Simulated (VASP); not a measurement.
# Al2GaSb3 (P6/mmm) in VASP: notebook, part 2 of 2

VASP 6.6.1.

## Step 4: Relaxation of cell and atoms, PBE

This run uses another cell than the first one, of 28.36 Å³/atom.

INCAR

```
  ALGO = Normal
  EDIFF = 1E-6
  EDIFFG = -0.01
  ENCUT = 600
  GGA = PE
  IBRION = 2
  ISIF = 3
  ISMEAR = 0
  LASPH = True
  LCHARG = False
  LREAL = False
  LWAVE = False
  NELM = 60
  NSW = 100
  PREC = Accurate
  SIGMA = 0.1
```

KPOINTS

```
k-points
0
Gamma
  6 6 10
```

POSCAR

```
Al2GaSb3
1.0
    7.0991813444      0.0000000000      0.0000000000
   -3.5495906722      6.1480713903      0.0000000000
    0.0000000000      0.0000000000      3.8990183676
Al Ga Sb
2 1 3
Direct
    0.6666666667      0.3333333333      0.0000000000
    0.3333333333      0.6666666667      0.0000000000
    0.0000000000      0.0000000000      0.0000000000
    0.5000000000      0.0000000000      0.5000000000
    0.0000000000      0.5000000000      0.5000000000
    0.5000000000      0.5000000000      0.5000000000
```

Potentials or basis: VASP PAW PBE potentials, release 64 (Al, Ga_d, Sb).

On the command line:

```console
> cat potpaw_PBE.64/Al/POTCAR potpaw_PBE.64/Ga_d/POTCAR potpaw_PBE.64/Sb/POTCAR > POTCAR
> mpirun -np 1 vasp_std > vasp.out
```

OUTCAR:

```text
EDIFF = 1E-6
   EDIFFG = -0.01
   ENCUT = 600
   GGA = PE
   IBRION = 2
   ISIF = 3
   ISMEAR = 0
   LASPH = True
   LREAL = False
   NELM = 60
   NSW = 100
   PREC = Accurate

 ion  position               nearest neighbor table
   1  0.667  0.333  0.000-   4 2.83   4 2.83   5 2.83   5 2.83   6 2.83   6 2.83
   2  0.333  0.667  0.000-   4 2.83   4 2.83   5 2.83   5 2.83   6 2.83   6 2.83
   3  0.000  0.000  0.000-
   4  0.500  0.000  0.500-   1 2.83   2 2.83   1 2.83   2 2.83   5 3.55   6 3.55   6 3.55   5 3.55

   5  0.000  0.500  0.500-   1 2.83   2 2.83   1 2.83   2 2.83   4 3.55   4 3.55   6 3.55   6 3.55

   6  0.500  0.500  0.500-   1 2.83   2 2.83   1 2.83   2 2.83   4 3.55   4 3.55   5 3.55   5 3.55

  LATTYP: Found a hexagonal cell.
 ALAT       =     7.0991813444
 C/A-ratio  =     0.5492208437

  Lattice vectors:

 A1 = (   7.0991813444,   0.0000000000,   0.0000000000)
 A2 = (  -3.5495906722,   6.1480713903,   0.0000000000)
 A3 = (   0.0000000000,   0.0000000000,   3.8990183676)

Analysis of symmetry for initial positions (statically):
=====================================================================
 Subroutine PRICEL returns:
 Original cell was already a primitive cell.

 Routine SETGRP: Setting up the symmetry group for a
 hexagonal supercell.

 Subroutine GETGRP returns: Found 24 space group operations
 (whereof 24 operations were pure point group operations)
 out of a pool of 24 trial point group operations.

The static configuration has the point symmetry D_6h.

Analysis of symmetry for dynamics (positions and initial velocities):
=====================================================================
 Subroutine PRICEL returns:
 Original cell was already a primitive cell.

 Routine SETGRP: Setting up the symmetry group for a
 hexagonal supercell.

 Subroutine GETGRP returns: Found 24 space group operations
 (whereof 24 operations were pure point group operations)
[... 152 lines left out ...]
 number of electron      34.0000005 magnetization

 Free energy of the ion-electron system (eV)
  ---------------------------------------------------
  ext. energy  EPLUGINS =         0.00000000
  ---------------------------------------------------
  free energy    TOTEN  =       -20.86145410 eV

  energy without entropy =      -20.84268027  energy(sigma->0) =      -20.85206718

------------------------ aborting loop because EDIFF is reached ----------------------------------------

  FORCE on cell =-STRESS in cart. coord.  units (eV):
  Direction    XX          YY          ZZ          XY          YZ          ZX
  --------------------------------------------------------------------------------------
  -------------------------------------------------------------------------------------
  Total       -0.4167533     -0.4167533      2.3582072      0.0000000      0.0000000     -0.0000000
  in kB       -3.9236220     -3.9236220     22.2018973      0.0000000      0.0000000     -0.0000000
  external PRESSURE =       4.7848844 kB  Pullay stress =       0.0000000 kB
[... 101 lines left out ...]
  FREE ENERGIE OF THE ION-ELECTRON SYSTEM (eV)
  ---------------------------------------------------
  free  energy   TOTEN  =       -20.9012372851 eV

  energy  without entropy=      -20.8841045554  energy(sigma->0) =      -20.89267092

[... ionic steps 4 to 7 ...]

--------------------------------------- Ionic step        8  -------------------------------------------

 number of electron      34.0000004 magnetization

------------------------ aborting loop because EDIFF is reached ----------------------------------------
[... 75 lines left out ...]
--------------------------------------- Ionic step       10  -------------------------------------------

 number of electron      34.0000004 magnetization

 Free energy of the ion-electron system (eV)
  ---------------------------------------------------
  ext. energy  EPLUGINS =         0.00000000
  ---------------------------------------------------
  free energy    TOTEN  =       -20.91687891 eV

  energy without entropy =      -20.90449277  energy(sigma->0) =      -20.91068584

 E-fermi :   5.5262     XC(G=0):  -9.1178

 val. band max:        5.4876218904   @ k =   0.1667   0.0000   0.5000
 cond. band min:       5.5373869352   @ k =   0.3333   0.1667   0.4000
 fundamental gap:      0.0497650448
 Fermi energy:         5.5262211837

 k-point     1 :       0.0000    0.0000    0.0000
  band No.  band energies     occupation
      1      -9.9368      2.00000
      2      -9.9331      2.00000
      3      -9.9331      2.00000
      4      -9.9272      2.00000
      5      -9.9272      2.00000
      6      -6.2072      2.00000
[... 565 lines left out ...]
     20       7.0740      0.00000
     21       7.3915      0.00000

 [... further k-points ...]

------------------------ aborting loop because EDIFF is reached ----------------------------------------

  FORCE on cell =-STRESS in cart. coord.  units (eV):
  Direction    XX          YY          ZZ          XY          YZ          ZX
  --------------------------------------------------------------------------------------
  -------------------------------------------------------------------------------------
  Total       -0.0180894     -0.0180894      0.0019787      0.0000000      0.0000000      0.0000000
  in kB       -0.1704458     -0.1704458      0.0186442      0.0000000      0.0000000      0.0000000
  external PRESSURE =      -0.1074158 kB  Pullay stress =       0.0000000 kB
[... 21 lines left out ...]
  FREE ENERGIE OF THE ION-ELECTRON SYSTEM (eV)
  ---------------------------------------------------
  free  energy   TOTEN  =       -20.9168789055 eV

  energy  without entropy=      -20.9044927653  energy(sigma->0) =      -20.91068584

 reached required accuracy - stopping structural energy minimisation
```

OSZICAR:

```text
N       E                     dE             d eps       ncg     rms          rms(c)
DAV:   1     0.196800226440E+03    0.19680E+03   -0.14478E+04  1836   0.168E+03
DAV:   2     0.113284303242E+01   -0.19567E+03   -0.18943E+03  1907   0.324E+02
DAV:   3    -0.202547276705E+02   -0.21388E+02   -0.20147E+02  2186   0.941E+01
DAV:   4    -0.213403553171E+02   -0.10856E+01   -0.10439E+01  2165   0.194E+01
[... 77 lines left out ...]
DAV:   2    -0.209171035489E+02    0.64959E-03   -0.14454E-03  2002   0.403E-01    0.803E-02
DAV:   3    -0.209168948013E+02    0.20875E-03   -0.34724E-04  2097   0.154E-01    0.163E-02
DAV:   4    -0.209168819767E+02    0.12825E-04   -0.29083E-05  1950   0.484E-02    0.910E-03
DAV:   5    -0.209168791481E+02    0.28286E-05   -0.25040E-06  1789   0.132E-02    0.353E-03
DAV:   6    -0.209168789055E+02    0.24257E-06   -0.62080E-07   966   0.806E-03
  10 F= -.20916879E+02 E0= -.20910686E+02  d E =-.475888E-04
```

CONTCAR:

```text
Al2GaSb3
   1.00000000000000
     6.9273462439193327    0.0000000000000000   -0.0000000000000000
    -3.4636731219596664    5.9992578280235467    0.0000000000000000
    -0.0000000000000000    0.0000000000000000    4.0915124223318653
  Al              Ga              Sb
     2     1     3
Direct
     0.6666666667000030    0.3333333332999970    0.0000000000000000
     0.3333333332999970    0.6666666667000030    0.0000000000000000
     0.0000000000000000    1.0000000000000000    1.0000000000000000
     0.5000000000000000    1.0000000000000000    0.5000000000000000
     0.0000000000000000    0.5000000000000000    0.5000000000000000
     0.5000000000000000    0.5000000000000000    0.5000000000000000

  0.00000000E+00  0.00000000E+00  0.00000000E+00
  0.00000000E+00  0.00000000E+00  0.00000000E+00
  0.00000000E+00  0.00000000E+00  0.00000000E+00
  0.00000000E+00  0.00000000E+00  0.00000000E+00
  0.00000000E+00  0.00000000E+00  0.00000000E+00
  0.00000000E+00  0.00000000E+00  0.00000000E+00
```

Wall time 23 min (1 thread of Intel Xeon 8259CL, shared host); peak memory 0.49 GiB.

What came out:

```yaml
Free_energy: -20.9169 eV
Relaxed_volume: 28.34 Å³/atom
Relaxed_cell: a = 6.927 Å, b = 6.927 Å, c = 4.092 Å, α = 90.00°, β = 90.00°, γ = 120.00°
Space_group_after_relaxing_to_0.1_Å: P6/mmm (No. 191)
Energy_gained_by_relaxing: 9.2 meV/atom
Ionic_steps: 10
Pressure_after_relaxing: 0.0 GPa
Band_gap_on_the_k_mesh: zero (bands 17 and 18 overlap by 1.84 eV)
```

The path:
```
step  energy change (eV)  largest force (eV/Å)  pressure (GPa)  volume (Å³)
   1              0.0000                0.0000            0.48       170.18
   2             -0.0332                0.0000           -0.20       172.24
   3             -0.0398                0.0000           -0.59       173.53
   4             -0.0400                0.0000           -0.68       173.77
   5             -0.0514                0.0000           -0.12       170.99
   6             -0.0529                0.0000            0.23       169.38
   7             -0.0551                0.0000            0.12       169.60
   8             -0.0554                0.0000            0.06       169.69
   9             -0.0554                0.0000            0.06       169.69
  10             -0.0554                0.0000           -0.01       170.04
```

Final structure:
```
Al Ga Sb
1.0
     6.92735    0.00000    0.00000
    -3.46367    5.99926    0.00000
     0.00000    0.00000    4.09151
Al Ga Sb
2 1 3
Cartesian
  3.4637 1.9998 0.0000
  0.0000 3.9995 0.0000
  -3.4637 5.9993 4.0915
  0.0000 5.9993 2.0458
  -1.7318 2.9996 2.0458
  1.7318 2.9996 2.0458
```

Caveat: spin-orbit coupling is left out, which moves the levels of the heavy elements.
